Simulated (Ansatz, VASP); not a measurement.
## Hf: VASP beside Ansatz

```
Hf
1.0
    -1.80500    1.80500    1.80500
     1.80500   -1.80500    1.80500
     1.80500    1.80500   -1.80500
Hf
1
Cartesian
  0.0000 0.0000 0.0000
```

Alike in both runs: task single point; functional PBEsol; k mesh 13 × 13 × 13; no spin polarisation.

|  | VASP | Ansatz |
| --- | --- | --- |
| version | VASP 6.6.1 | Ansatz 0.2.0 |
| potentials or method | VASP PAW PBE potentials, release 64 (Hf_pv) | plane waves, PAW |
| plane-wave cutoff (eV) | 500 | 420 |
| occupations | gaussian, width 0.1 eV | gaussian |
| valence electrons in the cell | 10 | 26 |

Ansatz gave:

```
gap on the k mesh at the Fermi level (eV) : none
pressure (GPa)                            : -9.0
```

Estimate VASP's values.

gap on the k mesh at the Fermi level (eV): none; pressure (GPa): -9.3.

VASP's potentials were made for PBE, not for PBEsol. A gap of «none» marks a metal or a gap that the smearing closes. VASP's potentials hold 10 valence electrons a cell and Ansatz's 26, so a difference there can come from the potentials and not from the codes.

Neither program's run includes spin-orbit coupling.
